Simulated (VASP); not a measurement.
NbAs:

```
Nb As
1.0
     0.00000    2.90678    2.90678
     2.90678    0.00000    2.90678
     2.90678    2.90678    0.00000
Nb As
1 1
Direct
  0.00000 0.00000 0.00000
  0.25000 0.25000 0.25000
```

Base run:

- Program: VASP 6.6.1
- Functional: PBE
- Potentials or basis: VASP PAW PBE potentials, release 64 (Nb_sv, As)
- Cutoff: 500 eV
- k mesh: 12 × 12 × 12
- Occupations: gaussian, width 0.1 eV
- Spin: collinear spin
- Starting moments: [1.05, -0.03] μB
- Fixed moment: 1.5 μB

Its results: pressure 3.2 GPa; site moments Nb +1.14; As -0.04 μB.

Question: The run is repeated on the same cell with these changes: fixed moment from 1.5 μB to 1.25 μB; moments at the start from [1.05, -0.03] to [0.9, -0.03]. What comes out?

Answer: Pressure 2.3 GPa; site moments Nb +0.97; As -0.04 μB.

Caveats: the total moment is fixed, so each spin has its own Fermi level; the cell stands under pressure (at least some runs).
